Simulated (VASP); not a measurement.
Write the native input for VASP 6.6.1 that does the following.

- Task: relaxation of cell and atoms
- Functional: PBE
- Potentials or basis: VASP PAW PBE potentials, release 64 (Zr_sv)
- Cutoff: 600 eV
- k mesh: 16 × 16 × 16
- Occupations: gaussian, width 0.1 eV
- Spin: no spin polarisation
- Dipole correction: no
- Further INCAR settings: ALGO = Normal; EDIFF = 1e-06; IBRION = 2; EDIFFG = -0.005; NSW = 100; ISIF = 3

The structure of Zr lies in POSCAR:

```
Zr
1.0
    0.0000000000      2.2550000000      2.2550000000
    2.2550000000      0.0000000000      2.2550000000
    2.2550000000      2.2550000000      0.0000000000
Zr
1
Direct
    0.0000000000      0.0000000000      0.0000000000
```

This isn't the form of Zr at room conditions, which is hcp.

One way to write it, as run:

INCAR

```
  PREC = Accurate
  ENCUT = 600
  EDIFF = 1E-6
  ISMEAR = 0
  SIGMA = 0.1
  LREAL = F
  LASPH = T
  NELM = 60
  ALGO = Normal
  ISIF = 3
  LWAVE = F
  LCHARG = F
  GGA = PE
  IBRION = 2
  NSW = 100
  EDIFFG = -0.005
```

KPOINTS

```
regular mesh
0
Gamma
  16 16 16
```

Potentials or basis: VASP PAW PBE potentials, release 64 (Zr_sv).

Command:

```sh
$ cat potpaw_PBE.64/Zr_sv/POTCAR > POTCAR
$ mpirun -np 1 vasp_std > vasp.out
```

It gave:

```yaml
Relaxed_volume: 23.20 Å³/atom
Relaxed_cell: a = 3.201 Å, b = 3.201 Å, c = 3.201 Å, α = 60.00°, β = 60.00°, γ = 60.00°
Space_group_after_relaxing_to_0.1_Å: Fm-3m (No. 225)
Energy_gained_by_relaxing: 0.9 meV/atom
Ionic_steps: 3
Pressure_after_relaxing: 0.0 GPa
Band_gap_on_the_k_mesh: zero (bands 6 and 7 overlap by 1.37 eV)
```

Wall time 2.5 min on 1 thread of Intel Xeon 8259CL, with other jobs on the host, peak memory 0.19 GiB.
